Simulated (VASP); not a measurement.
# TiTe2 (P-3m1) in VASP: density of states with PBE

Aim: the density of states of TiTe2 with PBE.

All numbers are computed with VASP 6.6.1; they aren't measurements. Logs are shortened: lines on timing, memory, paths and dates and some standing lists are left out, and cuts for length are marked.

## (1) The cell of the first run

It takes space group P-3m1 (No. 164, trigonal). Conventional cell: a = 3.769 Å, b = 3.769 Å, c = 6.898 Å, α = 90.00°, β = 90.00°, γ = 120.00°. Ti (site symmetry -3m) has 6 Te at 2.78 Å within 3.7 Å. Te (site symmetry 3m) has 3 Ti at 2.78 Å within 3.7 Å.

## (2) Density of states, PBE

File POSCAR:

```
TiTe2
1.0
    3.7690280771      0.0000000000      0.0000000000
   -1.8845140386      3.2640740624      0.0000000000
    0.0000000000      0.0000000000      6.8981171927
Ti Te
1 2
Direct
    0.0000000000      0.0000000000      0.0000000000
    0.6666666667      0.3333333333      0.2508568286
    0.3333333333      0.6666666667      0.7491431714
```

File INCAR.step1:

```
SYSTEM = TiTe2
PREC = Accurate
ENCUT = 520
EDIFF = 1E-7
ISMEAR = 0
SIGMA = 0.1
LREAL = .False.
LASPH = .True.
NELM = 100
ALGO = Normal
ISIF = 2
LWAVE = .False.
LCHARG = .True.
LMAXMIX = 4
GGA = PE
NBANDS = 19
```

File KPOINTS.step1:

```
regular mesh
0
Gamma
  12 12 8
  0 0 0
```

File INCAR.step2:

```
SYSTEM = TiTe2
PREC = Accurate
ENCUT = 520
EDIFF = 1E-7
ISMEAR = -5
SIGMA = 0.1
LREAL = .False.
LASPH = .True.
NELM = 100
ALGO = Normal
ISIF = 2
LWAVE = .False.
LCHARG = .False.
LMAXMIX = 4
GGA = PE
LORBIT = 10
NBANDS = 19
NEDOS = 1001
ICHARG = 11
```

File KPOINTS.step2:

```
regular mesh
0
Gamma
  18 18 12
  0 0 0
```

Potentials or basis: VASP PAW PBE potentials, release 64 (Ti_sv, Te).

The run is started by

```bash
> cat potpaw_PBE.64/Ti_sv/POTCAR potpaw_PBE.64/Te/POTCAR > POTCAR
> cp INCAR.step1 INCAR
> cp KPOINTS.step1 KPOINTS
> mpirun -np 1 vasp_std > vasp.out
> cp INCAR.step2 INCAR
> cp KPOINTS.step2 KPOINTS
> mpirun -np 1 vasp_std > vasp.out
```

OUTCAR:

```text
SYSTEM = TiTe2
   PREC = Accurate
   ENCUT = 520
   EDIFF = 1E-7
   ISMEAR = -5
   LREAL = .False.
   LASPH = .True.
   NELM = 100
   ISIF = 2
   GGA = PE
   LORBIT = 10
   ICHARG = 11

 ion  position               nearest neighbor table
   1  0.000  0.000  0.000-   2 2.78   3 2.78   2 2.78   3 2.78   2 2.78   3 2.78
   2  0.667  0.333  0.251-   1 2.78   1 2.78   1 2.78
   3  0.333  0.667  0.749-   1 2.78   1 2.78   1 2.78

  LATTYP: Found a hexagonal cell.
 ALAT       =     3.7690280771
 C/A-ratio  =     1.8302111450

  Lattice vectors:

 A1 = (   3.7690280771,   0.0000000000,   0.0000000000)
 A2 = (  -1.8845140386,   3.2640740624,   0.0000000000)
 A3 = (   0.0000000000,   0.0000000000,   6.8981171927)

Analysis of symmetry for initial positions (statically):
=====================================================================
 Subroutine PRICEL returns:
 Original cell was already a primitive cell.

 Routine SETGRP: Setting up the symmetry group for a
 hexagonal supercell.

 Subroutine GETGRP returns: Found 12 space group operations
 (whereof 12 operations were pure point group operations)
 out of a pool of 24 trial point group operations.

The static configuration has the point symmetry D_3d.

Analysis of symmetry for dynamics (positions and initial velocities):
=====================================================================
 Subroutine PRICEL returns:
 Original cell was already a primitive cell.

 Routine SETGRP: Setting up the symmetry group for a
 hexagonal supercell.

 Subroutine GETGRP returns: Found 12 space group operations
 (whereof 12 operations were pure point group operations)
 out of a pool of 24 trial point group operations.

The dynamic configuration has the point symmetry D_3d.

 Subroutine INISYM returns: Found 12 space group operations
 (whereof 12 operations are pure point group operations),
 and found     1 'primitive' translations

----------------------------------------------------------------------------------------

                                     Primitive cell

  volume of cell :      84.8633

  direct lattice vectors                    reciprocal lattice vectors
     3.769028077  0.000000000  0.000000000     0.265320390  0.153182799  0.000000000
    -1.884514039  3.264074062  0.000000000     0.000000000  0.306365597  0.000000000
     0.000000000  0.000000000  6.898117193     0.000000000  0.000000000  0.144967093

  length of vectors
     3.769028077  3.769028077  6.898117193     0.306365597  0.306365597  0.144967093

  position of ions in fractional coordinates (direct lattice)
     0.000000000  0.000000000  0.000000000
     0.666666667  0.333333333  0.250856829
     0.333333333  0.666666667  0.749143171

  ion indices of the primitive-cell ions
   primitive index   ion index
                 1           1
                 2           2
                 3           3

----------------------------------------------------------------------------------------

 KPOINTS: regular mesh

Automatic generation of k-mesh.
 Grid dimensions read from file:
 generate k-points for:   18   18   12

 Generating k-lattice:

  Cartesian coordinates                     Fractional coordinates (reciprocal lattice)
     0.014740022  0.008510155  0.000000000     0.055555556  0.000000000  0.000000000
     0.000000000  0.017020311  0.000000000     0.000000000  0.055555556  0.000000000
     0.000000000  0.000000000  0.012080591     0.000000000  0.000000000  0.083333333

  Length of vectors
     0.017020311  0.017020311  0.012080591

  Shift w.r.t. Gamma in fractional coordinates (k-lattice)
     0.000000000  0.000000000  0.000000000

 TETIRR: Found   5714 inequivalent tetrahedra from    23328

 Subroutine IBZKPT returns following result:
 ===========================================

 Found    394 irreducible k-points:

 Following reciprocal coordinates:
            Coordinates               Weight
  0.000000  0.000000  0.000000      1.000000
  0.055556 -0.000000  0.000000      6.000000
  0.111111 -0.000000  0.000000      6.000000
  0.166667 -0.000000  0.000000      6.000000
  0.222222 -0.000000  0.000000      6.000000
  0.277778 -0.000000  0.000000      6.000000
[... 16 lines left out ...]
  0.333333  0.111111  0.000000     12.000000
  0.388889  0.111111  0.000000     12.000000
 [... further k-points ...]
   k-points           NKPTS =    394   k-points in BZ     NKDIM =    394   number of bands    NBANDS=     19
   number of dos      NEDOS =   1001   number of ions     NIONS =      3
   total plane-waves  NPLWV =  42336
   dimension x,y,z NGX =    28 NGY =   28 NGZ =   54
   dimension x,y,z NGXF=    56 NGYF=   56 NGZF=  108
   ions per type =               1   2
   NGX,Y,Z   is equivalent  to a cutoff of  12.35, 12.35, 13.01 a.u.
   NGXF,Y,Z  is equivalent  to a cutoff of  24.70, 24.70, 26.03 a.u.
 SYSTEM =  TiTe2
   PREC   = accura    normal or accurate (medium, high low for compatibility)
   ISTART =      0    job   : 0-new  1-cont  2-samecut
   ICHARG =     11    charge: 1-file 2-atom 10-const
   ISPIN  =      1    spin polarized calculation?
   LNONCOLLINEAR =      F non collinear calculations
   LSORBIT =      F    spin-orbit coupling
   LASPH  =      T    aspherical Exc in radial PAW
   ENCUT  =  520.0 eV  38.22 Ry    6.18 a.u.   7.01  7.01 12.83*2*pi/ulx,y,z
   NELM   =    100;   NELMIN=  2; NELMDL=  0     # of ELM steps
   EDIFF  = 0.1E-06   stopping-criterion for ELM
   LREAL  =      F    real-space projection
   EDIFFG = 0.1E-05   stopping-criterion for IOM
   NSW    =      0    number of steps for IOM
   IBRION =     -1    ionic relax: 0-MD 1-quasi-New 2-CG
   NFREE  =      0    steps in history (QN), initial steepest desc. (CG)
   ISIF   =      2    stress and relaxation
   ISYM   =      2    0-nonsym 1-usesym 2-fastsym
   POTIM  = 0.5000    time-step for ionic-motion
   TEBEG  =    0.0;   TEEND  =   0.0 temperature during run
   PSTRESS=    0.0 pullay stress
   NELECT =      24.0000    total number of electrons
   NUPDOWN=      -1.0000    fix difference up-down
   EMIN   =  10.00;   EMAX   =-10.00  energy-range for DOS
   EFERMI =   0.00;   METHOD = LEGACY
   ISMEAR =    -5;   SIGMA  =   0.10  broadening in eV -4-tet -1-fermi 0-gaus
   EFERMI_NEDOS =   21; number of points for ismear=-14 and -15
   IALGO  =     38    algorithm
   IMIX   =      4    mixing-type and parameters
     AMIX     =   0.40;   BMIX     =  1.00
     AMIX_MAG =   1.60;   BMIX_MAG =  1.00
  volume/ion in A,a.u.               =      28.29       190.90
  Fermi-wavevector in a.u.,A,eV,Ry     =   1.074580  2.030661 15.710938  1.154721
  Thomas-Fermi vector in A             =   2.210412
   LORBIT       =     10    0 simple, 1 ext, 2 COOP (PROOUT), +10 PAW based schemes
   GGA     = PE    functional components
   LHFCALC =     F    Hartree Fock is set to
   AEXX    =    0.0000 exact exchange contribution
   IVDW    =     0    specifies the selected vdW correction
   LEPSILON=     F    determine dielectric tensor
   LRPA    =     F    only Hartree local field effects (RPA)
 non-spin polarized calculation
 Fermi weights with tetrahedron method with Bloechl corrections
  energy-cutoff  :      520.00
  volume of cell :       84.86
 maximum number of plane-waves:      2307

 number of electron      24.0000001 magnetization

 Free energy of the ion-electron system (eV)
  ---------------------------------------------------
  ext. energy  EPLUGINS =         0.00000000
  ---------------------------------------------------
  free energy    TOTEN  =       -16.21788628 eV

  energy without entropy =      -16.21788628  energy(sigma->0) =      -16.21788628

 E-fermi :   6.1864     XC(G=0):  -9.5457

 val. band max:        6.2111428197   @ k =   0.1111  -0.0000   0.2500
 cond. band min:       6.1569433476   @ k =   0.4444  -0.0000   0.0000
 fundamental gap:     -0.0541994722
 Fermi energy:         6.1864298639

 k-point     1 :       0.0000    0.0000    0.0000
  band No.  band energies     occupation
      1     -51.3558      2.00000
      2     -27.6079      2.00000
      3     -27.6079      2.00000
      4     -27.5672      2.00000
      5      -6.0305      2.00000
      6      -4.8521      2.00000
[... 11 lines left out ...]
     18      11.5108      0.00000
     19      11.6680      0.00000

 k-point     2 :       0.0556   -0.0000    0.0000
  band No.  band energies     occupation
      1     -51.3557      2.00000
      2     -27.6092      2.00000
      3     -27.6082      2.00000
      4     -27.5669      2.00000
      5      -5.9965      2.00000
      6      -4.8322      2.00000
[... 11 lines left out ...]
     18      11.7857      0.00000
     19      11.8405      0.00000

 k-point     3 :       0.1111   -0.0000    0.0000
  band No.  band energies     occupation
      1     -51.3554      2.00000
      2     -27.6128      2.00000
      3     -27.6091      2.00000
      4     -27.5661      2.00000
      5      -5.8957      2.00000
      6      -4.7738      2.00000
[... 11 lines left out ...]
     18      12.2006      0.00000
     19      12.3040      0.00000

 k-point     4 :       0.1667   -0.0000    0.0000
  band No.  band energies     occupation
      1     -51.3550      2.00000
      2     -27.6184      2.00000
      3     -27.6103      2.00000
      4     -27.5648      2.00000
      5      -5.7324      2.00000
      6      -4.6818      2.00000
[... 407 lines left out ...]
     18      11.7063      0.00000
     19      12.7493      0.00000

 k-point    23 :       0.3333    0.1111    0.0000
  band No.  band energies     occupation
      1     -51.3530      2.00000
      2     -27.6437      2.00000
      3     -27.6192      2.00000
      4     -27.5584      2.00000
      5      -4.6320      2.00000
      6      -4.1975      2.00000
[... 11 lines left out ...]
     18      11.4821      0.00000
     19      12.5224      0.00000

 k-point    24 :       0.3889    0.1111    0.0000
  band No.  band energies     occupation
      1     -51.3528      2.00000
      2     -27.6468      2.00000
      3     -27.6203      2.00000
      4     -27.5576      2.00000
      5      -4.4084      2.00000
      6      -4.1735      2.00000
[... 11 lines left out ...]
     18      11.4170      0.00000
     19      12.3723      0.00000

 [... further k-points ...]
[... 5 lines left out ...]
  --------------------------------------------------------------------------------------
  -------------------------------------------------------------------------------------
  Total       -0.0907597     -0.0907597     -0.0757584      0.0000000     -0.0000000      0.0000000
  in kB       -1.7134988     -1.7134988     -1.4302804      0.0000000     -0.0000000      0.0000000
  external PRESSURE =      -1.6190926 kB  Pullay stress =       0.0000000 kB

 VOLUME and BASIS-vectors are now :
 -----------------------------------------------------------------------------
  energy-cutoff  :      520.00
  volume of cell :       84.86
      direct lattice vectors                 reciprocal lattice vectors
     3.769028077  0.000000000  0.000000000     0.265320390  0.153182799  0.000000000
    -1.884514039  3.264074062  0.000000000     0.000000000  0.306365597  0.000000000
     0.000000000  0.000000000  6.898117193     0.000000000  0.000000000  0.144967093

 POSITION                                       TOTAL-FORCE (eV/Angst)
 -----------------------------------------------------------------------------------
      0.00000      0.00000      0.00000         0.000000      0.000000      0.000000
      1.88451      1.08802      1.73044        -0.000000      0.000000      0.008561
     -0.00000      2.17605      5.16768         0.000000      0.000000     -0.008561
 -----------------------------------------------------------------------------------
    total drift:                               -0.000000     -0.000000     -0.000000

  FREE ENERGIE OF THE ION-ELECTRON SYSTEM (eV)
  ---------------------------------------------------
  free  energy   TOTEN  =       -16.2178862775 eV

  energy  without entropy=      -16.2178862775  energy(sigma->0) =      -16.21788628

 total charge

# of ion       s       p       d       tot
------------------------------------------
    1        2.167   6.120   1.850  10.137
    2        1.384   1.996   0.035   3.415
    3        1.384   1.996   0.035   3.415
--------------------------------------------------
tot          4.934  10.111   1.920  16.966
```

Wall time 4.9 min (1 thread of Intel Xeon 6975P-C (Granite Rapids), shared host); peak memory 0.67 GiB.

Results:

```yaml
Valence_electrons_inside_the_program's_atomic_spheres: Ti 10.14; Te 3.42
```

Caveat: spin-orbit coupling is left out, which moves the levels of the heavy elements; this functional lacks dispersion, which binds the layers, so the pressure and a relaxed spacing across them are unreliable; tetrahedron occupations give inexact forces and stress in metals.
